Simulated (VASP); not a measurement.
BaTe:

```
Ba Te
1.0
     5.92019    0.00000    0.00000
    -2.96009    5.12703    0.00000
     0.00000    0.00000    7.39984
Ba Te
2 2
Direct
  0.33333 0.66667 0.25000
  0.66667 0.33333 0.75000
  0.66667 0.33333 0.25000
  0.33333 0.66667 0.75000
```

```yaml
Program: VASP 6.6.1
Task: relaxation of cell and atoms
Functional: PBE
Potentials_or_basis: VASP PAW PBE potentials, release 64 (Ba_sv, Te)
Cutoff: 600 eV
k_mesh: 6 × 6 × 4
Occupations: fermi-dirac, width 0.02 eV
Spin: no spin polarisation
```

At the start: pressure -0.5 GPa; volume 56.15 Å³/atom.

**Question.** Where does the relaxation end?

**Answer.** Over 5 steps the energy falls by 22.3 meV/atom and the volume is 54.67 Å³/atom (-2.6 %); space group P6_3/mmc (No. 194, to 0.1 Å) before and after.

The path:
```tsv
step	energy change (eV)	largest force (eV/Å)	pressure (GPa)	volume (Å³)
1	0.0000	0.0000	-0.50	224.61
2	-0.0785	0.0000	-0.05	218.80
3	-0.0871	0.0000	0.20	216.54
4	-0.0871	0.0000	0.22	216.37
5	-0.0890	0.0000	-0.01	218.69
```

Final structure:
```yaml
crystal:
  lattice:
    - [5.99423, 0.00000, 0.00000]
    - [-2.99711, 5.19115, 0.00000]
    - [0.00000, 0.00000, 7.02804]
  atoms:
    - { symbol: Ba, position: [0.33333, 0.66667, 0.25000] }
    - { symbol: Ba, position: [0.66667, 0.33333, 0.75000] }
    - { symbol: Te, position: [0.66667, 0.33333, 0.25000] }
    - { symbol: Te, position: [0.33333, 0.66667, 0.75000] }
```
